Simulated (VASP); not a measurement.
Input of a VASP 6.6.1 run:

File POSCAR:

```
Ru
1.0
    2.4914415084      0.0000000000      0.0000000000
    0.0000000000      2.4914415084      0.0000000000
    0.0000000000      0.0000000000      2.4914415084
Ru
1
Direct
    0.0000000000      0.0000000000      0.0000000000
```

The input INCAR.step1:

```
SYSTEM = Ru
  PREC = Accurate
  ENCUT = 520
  ISMEAR = -1
  SIGMA = 0.1
  LREAL = .FALSE.
  LASPH = .TRUE.
  NELM = 100
  NBANDS = 13
  GGA = PE
  ALGO = Normal
  EDIFF = 1E-4
  LWAVE = .TRUE.
  LCHARG = .FALSE.
```

Contents of INCAR.step2:

```
SYSTEM = Ru
  PREC = Accurate
  ENCUT = 520
  EDIFF = 1E-7
  ISMEAR = -1
  SIGMA = 0.1
  LREAL = .FALSE.
  LASPH = .TRUE.
  NELM = 100
  ALGO = Normal
  ISIF = 2
  LWAVE = .FALSE.
  LCHARG = .FALSE.
  METAGGA = R2SCAN
  LMIXTAU = .TRUE.
  NBANDS = 13
  ISTART = 1
```

File KPOINTS:

```
regular mesh
0
G
  21 21 21
  0 0 0
```

Potentials or basis: VASP PAW PBE potentials, release 64 (Ru_pv).

Run with:

```bash
$ cat potpaw_PBE.64/Ru_pv/POTCAR > POTCAR
$ cp INCAR.step1 INCAR
$ mpirun -np 1 vasp_std > vasp.out
$ cp INCAR.step2 INCAR
$ mpirun -np 1 vasp_std > vasp.out
```

Q: What does it give for the pressure?

A: 1.4 GPa.

Q: Predict the band gap on the k mesh.

A: Zero (band 7 reaches 14.62 eV, above the bottom of band 8 at 9.69 eV).

Caveat: the PAW data sets were made with another functional, which shifts forces and pressure a little.
